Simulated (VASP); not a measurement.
# C (P6_3/mmc) in VASP: further runs

C is run at these levels: LDA; tasks: single point, relaxation of cell and atoms.

Everything below comes from runs of VASP 6.6.1. Logs are shortened: lines on timing, memory, paths and dates and some standing lists are left out, and cuts for length are marked.

### 1 The cell of the first run

It takes space group P6_3/mmc (No. 194, hexagonal). The conventional cell has a = 2.445 Å, b = 2.445 Å, c = 6.652 Å, α = 90.00°, β = 90.00°, γ = 120.00°. C (site symmetry -6m2) has 3 C at 1.41 Å within 1.9 Å. Within 1.9 Å of C (site symmetry -6m2) lie 3 C at 1.41 Å.

### 2 Single point, LDA

INCAR

```
PREC = Accurate
ENCUT = 520
EDIFF = 1E-6
ISMEAR = 0
SIGMA = 0.1
LREAL = False
LASPH = True
NELM = 100
ALGO = Normal
ISIF = 2
LWAVE = False
LCHARG = False
GGA = CA
NBANDS = 16
```

KPOINTS

```
Automatic mesh
0
Gamma
  21 21 6
```

POSCAR

```
C
1.0
    2.4449143418      0.0000000000      0.0000000000
   -1.2224571709      2.1173579301      0.0000000000
    0.0000000000      0.0000000000      6.6516871361
C
4
Direct
    0.0000000000      0.0000000000      0.0025000000
    0.0000000000      0.0000000000      0.5025000000
    0.3333333333      0.6666666667      0.0025000000
    0.6666666667      0.3333333333      0.5025000000
```

Potentials or basis: VASP PAW LDA potentials, release 64 (C).

Command:

```
cat potpaw_LDA.64/C/POTCAR > POTCAR
mpirun -np 1 vasp_std > vasp.out
```

OUTCAR:

```text
PREC = Accurate
   ENCUT = 520
   EDIFF = 1E-6
   ISMEAR = 0
   LREAL = False
   LASPH = True
   NELM = 100
   ISIF = 2
   GGA = CA

 ion  position               nearest neighbor table
   1  0.000  0.000  0.002-   3 1.41   3 1.41   3 1.41
   2  0.000  0.000  0.502-   4 1.41   4 1.41   4 1.41
   3  0.333  0.667  0.002-   1 1.41   1 1.41   1 1.41
   4  0.667  0.333  0.502-   2 1.41   2 1.41   2 1.41

  LATTYP: Found a hexagonal cell.
 ALAT       =     2.4449143418
 C/A-ratio  =     2.7206217504

  Lattice vectors:

 A1 = (   2.4449143418,   0.0000000000,   0.0000000000)
 A2 = (  -1.2224571709,   2.1173579301,   0.0000000000)
 A3 = (   0.0000000000,   0.0000000000,   6.6516871361)

Analysis of symmetry for initial positions (statically):
=====================================================================
 Subroutine PRICEL returns:
 Original cell was already a primitive cell.

 Routine SETGRP: Setting up the symmetry group for a
 hexagonal supercell.

 Subroutine GETGRP returns: Found 24 space group operations
 (whereof  6 operations were pure point group operations)
 out of a pool of 24 trial point group operations.

The static configuration has the point symmetry C_3v.
 The point group associated with its full space group is D_6h.

Analysis of symmetry for dynamics (positions and initial velocities):
=====================================================================
 Subroutine PRICEL returns:
 Original cell was already a primitive cell.

 Routine SETGRP: Setting up the symmetry group for a
 hexagonal supercell.

 Subroutine GETGRP returns: Found 24 space group operations
 (whereof  6 operations were pure point group operations)
 out of a pool of 24 trial point group operations.

The dynamic configuration has the point symmetry C_3v.
 The point group associated with its full space group is D_6h.

 Subroutine INISYM returns: Found 24 space group operations
 (whereof  6 operations are pure point group operations),
 and found     1 'primitive' translations

----------------------------------------------------------------------------------------

                                     Primitive cell

  volume of cell :      34.4342

  direct lattice vectors                    reciprocal lattice vectors
     2.444914342  0.000000000  0.000000000     0.409012284  0.236143352  0.000000000
    -1.222457171  2.117357930  0.000000000     0.000000000  0.472286705  0.000000000
     0.000000000  0.000000000  6.651687136     0.000000000  0.000000000  0.150337798

  length of vectors
     2.444914342  2.444914342  6.651687136     0.472286705  0.472286705  0.150337798

[... 82 lines left out ...]
   ENCUT  =  520.0 eV  38.22 Ry    6.18 a.u.   4.55  4.55 12.37*2*pi/ulx,y,z
   NELM   =    100;   NELMIN=  2; NELMDL= -5     # of ELM steps
   EDIFF  = 0.1E-05   stopping-criterion for ELM
   LREAL  =      F    real-space projection
[... 7 lines left out ...]
   TEBEG  =    0.0;   TEEND  =   0.0 temperature during run
   PSTRESS=    0.0 pullay stress
   NELECT =      16.0000    total number of electrons
   NUPDOWN=      -1.0000    fix difference up-down
   EMIN   =  10.00;   EMAX   =-10.00  energy-range for DOS
   EFERMI =   0.00;   METHOD = LEGACY
   ISMEAR =     0;   SIGMA  =   0.10  broadening in eV -4-tet -1-fermi 0-gaus
   EFERMI_NEDOS =   21; number of points for ismear=-14 and -15
   IALGO  =     38    algorithm
   IMIX   =      4    mixing-type and parameters
     AMIX     =   0.40;   BMIX     =  1.00
     AMIX_MAG =   1.60;   BMIX_MAG =  1.00
  volume/ion in A,a.u.               =       8.61        58.09
  Fermi-wavevector in a.u.,A,eV,Ry     =   1.267997  2.396167 21.875672  1.607817
  Thomas-Fermi vector in A             =   2.401115
   LORBIT       =      0    0 simple, 1 ext, 2 COOP (PROOUT), +10 PAW based schemes
   GGA     = CA    functional components
   LHFCALC =     F    Hartree Fock is set to
   AEXX    =    0.0000 exact exchange contribution
   IVDW    =     0    specifies the selected vdW correction
   LEPSILON=     F    determine dielectric tensor
   LRPA    =     F    only Hartree local field effects (RPA)
 non-spin polarized calculation
 Gauss-broadening in eV      SIGMA  =   0.10
  energy-cutoff  :      520.00
  volume of cell :       34.43
 maximum number of plane-waves:       946
   NGX =  9   NGY =  9   NGZ = 25

 number of electron      15.9999996 magnetization

 Free energy of the ion-electron system (eV)
  ---------------------------------------------------
  ext. energy  EPLUGINS =         0.00000000
  ---------------------------------------------------
  free energy    TOTEN  =       -40.44714078 eV

  energy without entropy =      -40.44655416  energy(sigma->0) =      -40.44684747

 E-fermi :   4.7668     XC(G=0): -10.8605

 val. band max:        4.7636704913   @ k =   0.3333   0.3333   0.5000
 cond. band min:       4.7774220463   @ k =   0.3333   0.3333   0.3333
 fundamental gap:      0.0137515550
 Fermi energy:         4.7668045573

 k-point     1 :       0.0000    0.0000    0.0000
  band No.  band energies     occupation
      1     -14.8567      2.00000
      2     -14.5174      2.00000
      3      -4.0065      2.00000
      4      -1.8729      2.00000
      5       1.7849      2.00000
      6       1.7849      2.00000
[... 433 lines left out ...]
      3      -2.3405      2.00000
      4      -2.2520      2.00000
      5      -2.1507      2.00000
      6      -0.7619      2.00000
[... 8 lines left out ...]
     15      16.9984      0.00000
     16      17.2237      0.00000

 [... further k-points ...]

------------------------ aborting loop because EDIFF is reached ----------------------------------------

  FORCE on cell =-STRESS in cart. coord.  units (eV):
  Direction    XX          YY          ZZ          XY          YZ          ZX
  --------------------------------------------------------------------------------------
  -------------------------------------------------------------------------------------
  Total        0.2755962      0.2755962     -0.0315049     -0.0000000     -0.0000000      0.0000000
  in kB       12.8231305     12.8231305     -1.4658804     -0.0000000     -0.0000000      0.0000000
  external PRESSURE =       8.0601269 kB  Pullay stress =       0.0000000 kB

 VOLUME and BASIS-vectors are now :
 -----------------------------------------------------------------------------
  energy-cutoff  :      520.00
  volume of cell :       34.43
      direct lattice vectors                 reciprocal lattice vectors
     2.444914342  0.000000000  0.000000000     0.409012284  0.236143352  0.000000000
    -1.222457171  2.117357930  0.000000000     0.000000000  0.472286705  0.000000000
     0.000000000  0.000000000  6.651687136     0.000000000  0.000000000  0.150337798

 POSITION                                       TOTAL-FORCE (eV/Angst)
 -----------------------------------------------------------------------------------
      0.00000      0.00000      0.01663         0.000000      0.000000     -0.000000
      0.00000      0.00000      3.34247        -0.000000      0.000000      0.000000
     -0.00000      1.41157      0.01663        -0.000000      0.000000     -0.000000
      1.22246      0.70579      3.34247         0.000000     -0.000000      0.000000
 -----------------------------------------------------------------------------------
    total drift:                               -0.000000     -0.000000      0.000001

  FREE ENERGIE OF THE ION-ELECTRON SYSTEM (eV)
  ---------------------------------------------------
  free  energy   TOTEN  =       -40.4471407759 eV

  energy  without entropy=      -40.4465541609  energy(sigma->0) =      -40.44684747
```

OSZICAR:

```text
N       E                     dE             d eps       ncg     rms          rms(c)
DAV:   1     0.259737621267E+02    0.25974E+02   -0.80138E+03  6144   0.937E+02
DAV:   2    -0.407177509951E+02   -0.66692E+02   -0.60623E+02  8616   0.184E+02
DAV:   3    -0.433187342505E+02   -0.26010E+01   -0.25893E+01  8136   0.334E+01
DAV:   4    -0.433412395265E+02   -0.22505E-01   -0.22497E-01  7688   0.381E+00
DAV:   5    -0.433415874196E+02   -0.34789E-03   -0.34788E-03  7936   0.445E-01    0.944E+00
DAV:   6    -0.411240329862E+02    0.22176E+01   -0.15184E+00  7424   0.784E+00    0.537E+00
DAV:   7    -0.404462669400E+02    0.67777E+00   -0.17234E+00  7640   0.851E+00    0.148E+00
DAV:   8    -0.404502355478E+02   -0.39686E-02   -0.10175E-01  7208   0.192E+00    0.417E-01
DAV:   9    -0.404472122796E+02    0.30233E-02   -0.41716E-03  7632   0.442E-01    0.121E-01
DAV:  10    -0.404471426797E+02    0.69600E-04   -0.54172E-04  7696   0.157E-01    0.535E-02
DAV:  11    -0.404471407541E+02    0.19256E-05   -0.18595E-05  7504   0.276E-02    0.329E-03
DAV:  12    -0.404471407759E+02   -0.21800E-07   -0.15819E-07  5384   0.310E-03
   1 F= -.40447141E+02 E0= -.40446847E+02  d E =-.586615E-03
```

stdout:

```text
POSCAR found type information on POSCAR C
 POSCAR found :  1 types and       4 ions
 scaLAPACK will be used
 LDA part: xc-table for (Slater(with rela. corr.)+CA(PZ))
 , standard interpolation
 POSCAR, INCAR and KPOINTS ok, starting setup
 FFT: planning ... GRIDC
 FFT: planning ... GRID_SOFT
 FFT: planning ... GRID
 WAVECAR not read
 entering main loop
```

Wall time 63 s (1 thread of Intel Xeon Platinum 8259CL at 2.50GHz (Skylake/Cascade Lake), shared host); peak memory 0.18 GiB.

Results:

```
Free energy            : -40.4471 eV
Pressure               : 0.8 GPa
Band gap on the k mesh : zero (band 8 reaches 4.78 eV, above the bottom of band 9 at 4.75 eV)
```

Levels at points of the mesh, in eV from the Fermi level:
| k point | band 4 | band 5 | band 6 | band 7 | band 8 | band 9 | band 10 | band 11 | band 12 | band 13 |
| --- | --- | --- | --- | --- | --- | --- | --- | --- | --- | --- |
| (0.00, 0.00, 0.00) | -6.64 | -2.98 | -2.98 | -2.96 | -2.96 | 3.88 | 8.45 | 8.45 | 8.51 | 8.51 |
| (0.00, 0.00, 0.50) | -7.82 | -2.97 | -2.97 | -2.97 | -2.97 | 6.61 | 6.61 | 8.48 | 8.48 | 8.48 |

### 3 Relaxation of cell and atoms, LDA

This run uses another cell than the first one, of 8.87 Å³/atom, 1.030 times its volume.

INCAR

```
PREC = Accurate ; ENCUT = 600
EDIFF = 1E-6 ; ISMEAR = 0
SIGMA = 0.1 ; LREAL = False
LASPH = True ; NELM = 100
ALGO = Normal ; ISIF = 3
LWAVE = False ; LCHARG = False
IBRION = 2 ; NSW = 70
EDIFFG = -0.005
```

KPOINTS

```
regular mesh
0
Gamma
  21 21 6
```

POSCAR

```
C
1.0
    2.4649634493      0.0000000000      0.0000000000
   -1.2324817246      2.1347209665      0.0000000000
    0.0000000000      0.0000000000      6.7405393636
C
4
Direct
    0.0000000000      0.0000000000      0.0025000117
    0.0000000000      0.0000000000      0.5025000117
    0.3333333333      0.6666666667      0.0024999883
    0.6666666667      0.3333333333      0.5024999883
```

Potentials or basis: VASP PAW LDA potentials, release 64 (C).

Command:

```
cat potpaw_LDA.64/C/POTCAR > POTCAR
mpirun -np 1 vasp_std > vasp.out
```

It took 6.1 min on 1 thread of Intel Xeon Platinum 8259CL at 2.50GHz (Skylake/Cascade Lake), shared host; peak memory 0.19 GiB.

The run converged. Its results:

```
Free energy                            : -40.4648 eV
Relaxed volume                         : 8.50 Å³/atom
Relaxed cell                           : a = 2.446 Å, b = 2.446 Å, c = 6.561 Å, α = 90.00°, β = 90.00°, γ = 120.00°
Space group after relaxing (to 0.05 Å) : P6_3/mmc (No. 194)
Energy gained by relaxing              : 4.6 meV/atom
Ionic steps                            : 14
Pressure after relaxing                : 0.0 GPa
Band gap on the k mesh                 : zero (band 8 reaches 4.89 eV, above the bottom of band 9 at 4.86 eV)
```

Step by step:
```tsv
step	energy change (eV)	largest force (eV/Å)	pressure (GPa)	volume (Å³)
1	0.0000	0.0000	-6.55	35.47
2	0.0764	0.0000	16.33	33.63
3	-0.0162	0.0000	-0.37	34.92
4	-0.0162	0.0000	-0.24	34.91
5	-0.0162	0.0000	-0.11	34.90
6	-0.0165	0.0000	-0.06	34.84
7	-0.0172	0.0000	-0.04	34.66
8	-0.0183	0.0000	0.08	34.30
9	-0.0181	0.0000	0.38	33.57
10	-0.0186	0.0000	0.26	33.95
11	-0.0186	0.0000	0.18	34.01
12	-0.0186	0.0000	0.24	33.98
13	-0.0164	0.0000	-2.41	34.15
14	-0.0186	0.0000	0.00	34.00
```

Final structure:
```
C
1.0
     2.44601    0.00000    0.00000
    -1.22300    2.11831    0.00000
     0.00000    0.00000    6.56119
C
4
Direct
  0.00000 0.00000 0.00250
  0.00000 0.00000 0.50250
  0.33333 0.66667 0.00250
  0.66667 0.33333 0.50250
```

Levels at points of the mesh, in eV from the Fermi level:
| k point | band 6 | band 7 | band 8 | band 9 | band 10 | band 11 |
| --- | --- | --- | --- | --- | --- | --- |
| (0.00, 0.00, 0.00) | -2.98 | -2.96 | -2.96 | 4.02 | 8.45 | 8.45 |
| (0.00, 0.00, 0.50) | -2.97 | -2.97 | -2.97 | 6.87 | 6.87 | 8.48 |

LDA usually gives volumes a few per cent too small. Zero-point motion and thermal expansion aren't in these numbers.
